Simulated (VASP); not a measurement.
Write the native input for VASP 6.6.1 that does the following.

- Task: single point
- Functional: PBE
- Potentials or basis: VASP PAW PBE potentials, release 64 (Hf_pv, Sn_d, Se)
- Cutoff: 520 eV
- k mesh: 4 × 4 × 4
- Occupations: gaussian, width 0.2 eV
- Spin: no spin polarisation
- Dipole correction: no
- Further INCAR settings: ALGO = Normal; EDIFF = 1e-06; NBANDS = 62

The structure of HfSn3Se8 lies in POSCAR:

```
HfSn3Se8
1.0
    0.0000000000     -7.7118780000      0.0000000000
   -6.6791586000     -3.8559390000      0.0000000000
   -0.0088557000     -3.8559390000     -7.1102108000
Hf Sn Se
1 3 8
Direct
    0.0000000000      0.0000000000      0.0000000000
    0.5000000000      0.5000000000      0.0000000000
    1.0000000000      0.5000000000      0.0000000000
    0.5000000000      0.0000000000      0.0000000000
    0.7844810000      0.1640490000      0.7749760000
    0.2763250000      0.6719790000      0.7753710000
    0.7778330000      0.6670640000      0.7772700000
    0.2764940000      0.1640490000      0.7749760000
    0.2155190000      0.8359510000      0.2250240000
    0.7236750000      0.3280210000      0.2246290000
    0.2221670000      0.3329360000      0.2227300000
    0.7235060000      0.8359510000      0.2250240000
```

One way to write it, as run:

INCAR

```
PREC     = Accurate       # precision mode
ENCUT    = 520            # plane-wave cutoff, eV
EDIFF    = 1E-6           # SCF threshold, eV
ISMEAR   = 0              # smearing method
SIGMA    = 0.2            # smearing width, eV
LREAL    = False          # projectors in reciprocal space
LASPH    = True           # aspherical terms in the spheres
NELM     = 80             # most SCF steps
ALGO     = Normal         # electronic algorithm
ISIF     = 2              # what is computed and relaxed
LWAVE    = False          # write WAVECAR
LCHARG   = True           # write CHGCAR
GGA      = PE             # functional
LELF     = True           # ELF
LVHAR    = True         
NBANDS   = 62             # bands
```

KPOINTS

```
regular mesh
0
Gamma
  4 4 4
```

Potentials or basis: VASP PAW PBE potentials, release 64 (Hf_pv, Sn_d, Se).

Launch:

```console
$ cat potpaw_PBE.64/Hf_pv/POTCAR potpaw_PBE.64/Sn_d/POTCAR potpaw_PBE.64/Se/POTCAR > POTCAR
$ mpirun -np 1 vasp_std > vasp.out
```

Results of the run:

```
Pressure               : 0.0 GPa
Largest force          : 0.044 eV/Å
Band gap on the k mesh : 0.26 eV (least direct gap 0.28 eV)
```

Caveat: semilocal functionals underestimate gaps, and a narrow one can read as zero; spin-orbit coupling is left out, which moves the levels of the heavy elements; this functional lacks dispersion, which binds layers or chains, so the pressure and a relaxed spacing across them are unreliable.

Wall time 12 min on 1 thread of Intel(R) Xeon(R) Platinum 8259CL CPU @ 2.50GHz (Skylake/Cascade Lake), on a shared host, peak memory 0.78 GiB.
